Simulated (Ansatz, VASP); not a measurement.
# B2P3 in VASP and in Ansatz

File INCAR:

```
PREC = Accurate ; ENCUT = 600
EDIFF = 1E-7 ; ISMEAR = 0
SIGMA = 0.1 ; LREAL = False
LASPH = True ; NELM = 60
ALGO = Normal ; ISIF = 3
LWAVE = False ; LCHARG = False
GGA = PE ; IBRION = 2
NSW = 100 ; EDIFFG = -0.01
```

The input KPOINTS:

```
Automatic mesh
0
Gamma
  12 12 4
```

File POSCAR:

```
B2P3
1.0
    3.2371024136      0.0000000000      0.0000000000
   -1.6185512068      2.8034129248      0.0000000000
    0.0000000000      0.0000000000     14.0111788025
B P
4 6
Direct
    0.3333333333      0.6666666667      0.1821025962
    0.0000000000      0.0000000000      0.3687751830
    0.6666666667      0.3333333333      0.8178974038
    0.0000000000      0.0000000000      0.6312248170
    0.3333333333      0.6666666667      0.0414979592
    0.0000000000      0.0000000000      0.2281879650
    0.6666666667      0.3333333333      0.4140033768
    0.6666666667      0.3333333333      0.9585020408
    0.0000000000      0.0000000000      0.7718120350
    0.3333333333      0.6666666667      0.5859966232
```

Input for Ansatz:

```yaml
crystal:
  lattice:
    - [3.2371024351, 0.0, 0.0]
    - [-1.6185512175, 2.8034129434, 0.0]
    - [0.0, 0.0, 14.0111820109]
  atoms:
    - { symbol: B, position: [0.3333333333, 0.6666666667, 0.1821025481] }
    - { symbol: B, position: [0.0, 0.0, 0.3687751238] }
    - { symbol: B, position: [0.6666666667, 0.3333333333, 0.8178974519] }
    - { symbol: B, position: [0.0, 0.0, 0.6312248762] }
    - { symbol: P, position: [0.3333333333, 0.6666666667, 0.0414979581] }
    - { symbol: P, position: [0.0, 0.0, 0.2281879054] }
    - { symbol: P, position: [0.6666666667, 0.3333333333, 0.4140033423] }
    - { symbol: P, position: [0.6666666667, 0.3333333333, 0.9585020419] }
    - { symbol: P, position: [0.0, 0.0, 0.7718120946] }
    - { symbol: P, position: [0.3333333333, 0.6666666667, 0.5859966577] }
basis:
  ecutwfc: 420
kpoints:
  mp_grid: { grid: [12, 12, 4] }
hamiltonian:
  xc: pbe
scf:
  occupations: { method: gaussian, width: 0.1 }
output:
  forces: true
  stress: true
  eigenvalues: true
  write_density: true
  write_potential: true
  elf: true
  volumetric_format: npy
relax:
  adjacent_minimum: "off"
  f_tol: 0.01
  max_steps: 80
  cell: { stress_tol: 0.05 }
```

Alike in both runs: task relaxation of cell and atoms; functional PBE; k mesh 12 × 12 × 4; occupations gaussian, width 0.1 eV; no spin polarisation.

|  | VASP | Ansatz |
| --- | --- | --- |
| version | VASP 6.6.1 | Ansatz 0.2.0 |
| potentials or method | VASP PAW PBE potentials, release 64 (B, P), cutoff 600 eV | scalar-relativistic, plane waves, PAW |
| valence electrons in the cell | 42 | 42 |

Ansatz gave:

| Property | Result |
| --- | --- |
| gap on the k mesh at the Fermi level, each at its own relaxed structure (eV) | none |
| relaxed volume (Å³/atom) | 12.70 |
| relaxed length of the cell vector where the two differ most in proportion (Å) | 14.178 |

Which values does VASP return?

gap on the k mesh at the Fermi level, each at its own relaxed structure (eV): none; relaxed volume (Å³/atom): 12.69; relaxed length of the cell vector where the two differ most in proportion (Å): 14.171.

A gap of «none» marks a metal or a gap that the smearing closes.
